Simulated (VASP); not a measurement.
Set up this calculation in VASP 6.6.1, as the native input.

* Task: single point
* Functional: PBEsol
* Potentials or basis: VASP PAW PBE potentials, release 64 (Ti_sv, Al)
* Cutoff: 520 eV
* k mesh: 16 × 16 × 16
* Occupations: gaussian, width 0.1 eV
* Spin: no spin polarisation
* Dipole correction: no
* Further INCAR settings: ALGO = Fast; EDIFF = 1e-06; NBANDS = 18

The structure of TiAl3 lies in POSCAR:

```
TiAl3
1.0
   -1.9077740734      1.9077740734      4.2769968069
    1.9077740734     -1.9077740734      4.2769968069
    1.9077740734      1.9077740734     -4.2769968069
Ti Al
1 3
Direct
    0.0000000000      0.0000000000      0.0000000000
    0.5000000000      0.5000000000      0.0000000000
    0.7500000000      0.2500000000      0.5000000000
    0.2500000000      0.7500000000      0.5000000000
```

The input as run:

INCAR

```
ALGO = Fast ; EDIFF = 1E-6
ENCUT = 520 ; GGA = PS
ISIF = 2 ; ISMEAR = 0
LASPH = T ; LCHARG = T
LELF = T ; LREAL = F
LVHAR = T ; LWAVE = F
NBANDS = 18 ; NELM = 100
PREC = Accurate ; SIGMA = 0.1
```

KPOINTS

```
k-points
0
Gamma
  16 16 16
```

Potentials or basis: VASP PAW PBE potentials, release 64 (Ti_sv, Al).

The run is started by

```sh
$ cat potpaw_PBE.64/Ti_sv/POTCAR potpaw_PBE.64/Al/POTCAR > POTCAR
$ mpirun -np 1 vasp_std > vasp.out
```

Results of the run:

| Item | Value |
| --- | --- |
| Pressure | 0.1 GPa |
| Band gap on the k mesh | zero (an odd number of electrons rules out a gap without spin polarisation) |

Caveat: the PAW data sets were made with another functional, which shifts forces and pressure a little.

Wall time 23 min on 1 thread of Intel(R) Xeon(R) Platinum 8259CL CPU @ 2.50GHz (Skylake/Cascade Lake), on a shared host, peak memory 0.52 GiB.
